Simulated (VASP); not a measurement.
A run of VASP 6.6.1:

INCAR

```
SYSTEM = Pt
ALGO = Normal
EDIFF = 1E-8
ENCUT = 520
GGA = PS
ISIF = 2
ISMEAR = -1
LASPH = .True.
LCHARG = .False.
LEFG = .True.
LREAL = .False.
LWAVE = .False.
NBANDS = 11
NELM = 60
PREC = Accurate
SIGMA = 0.03
```

KPOINTS

```
k-points
0
Gamma
  18 18 18
  0 0 0
```

File POSCAR:

```
Pt
1.0
    0.0000000000      1.9579000000      1.9579000000
    1.9579000000      0.0000000000      1.9579000000
    1.9579000000      1.9579000000      0.0000000000
Pt
1
Direct
    0.0000000000      0.0000000000      0.0000000000
```

Potentials or basis: VASP PAW PBE potentials, release 64 (Pt).

The run is started by

```console
$ cat potpaw_PBE.64/Pt/POTCAR > POTCAR
$ mpirun -np 1 vasp_std > vasp.out
```

Hardware: 1 thread of AMD EPYC 7R13 Processor (Zen 3) (shared host).

Problem. How long does it take, and how much memory?

Solution. Run time: 32 s on 1 thread of AMD EPYC 7R13 Processor (Zen 3) (shared host), peak memory 0.14 GiB. Counts: scf iterations 14, k points 195.
